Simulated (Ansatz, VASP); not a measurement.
## One calculation of GaAs, two programs

Contents of INCAR:

```
PREC     = Accurate       # precision mode
ENCUT    = 600            # plane-wave cutoff, eV
EDIFF    = 1E-6           # SCF threshold, eV
ISMEAR   = -1             # smearing method
SIGMA    = 0.05           # smearing width, eV
LREAL    = False          # projectors in reciprocal space
LASPH    = True           # aspherical terms in the spheres
NELM     = 80             # most SCF steps
ALGO     = Normal         # electronic algorithm
ISIF     = 3              # what is computed and relaxed
LWAVE    = False          # write WAVECAR
LCHARG   = False          # write CHGCAR
GGA      = RP             # functional
IVDW     = 12             # dispersion correction
IBRION   = 2              # ionic algorithm
NSW      = 80             # ionic steps
EDIFFG   = -0.005         # ionic threshold
```

The input KPOINTS:

```
Automatic mesh
0
Gamma
  8 8 8
```

Contents of POSCAR:

```
GaAs
1.0
    0.0000000000      2.8268500000      2.8268500000
    2.8268500000      0.0000000000      2.8268500000
    2.8268500000      2.8268500000      0.0000000000
As Ga
1 1
Direct
    0.7500000000      0.7500000000      0.7500000000
    0.0000000000      0.0000000000      0.0000000000
```

The input input.yaml:

```yaml
crystal:
  lattice:
    - [0.0, 2.82685, 2.82685]
    - [2.82685, 0.0, 2.82685]
    - [2.82685, 2.82685, 0.0]
  atoms:
    - { symbol: As, position: [0.75, 0.75, 0.75] }
    - { symbol: Ga, position: [0.0, 0.0, 0.0] }
kpoints:
  mp_grid: { grid: [8, 8, 8] }
scf:
  occupations: { method: fermi_dirac, width: 0.05 }
hamiltonian:
  xc: rpbe
  dispersion: d3bj
  pseudopotentials: { kind: all_electron, lapw: { basis_error: 0.001 } }
output:
  forces: true
  stress: true
relax:
  f_tol: 0.005
  max_steps: 60
  cell: {}
```

Alike in both runs: task relaxation of cell and atoms; functional RPBE; dispersion D3(BJ); k mesh 8 × 8 × 8; occupations fermi-dirac, width 0.05 eV; no spin polarisation.

```csv
,VASP,Ansatz
version,VASP 6.6.1,Ansatz 0.2.0
potentials or method,"VASP PAW PBE potentials, release 64 (As, Ga_d), cutoff 600 eV","all-electron LAPW, scalar-relativistic"
```

Ansatz gave:

```
relaxed volume (Å³/atom)                                     : 20.75
relaxed cell length with the largest relative difference (Å) : 3.886
```

**Question.** What did VASP give for the same quantities?

**Answer.** Relaxed volume (Å³/atom): 20.79; relaxed cell length with the largest relative difference (Å): 3.889.

VASP's potentials were made for PBE, not for RPBE. Ansatz ran all-electron here, and VASP with PAW potentials.
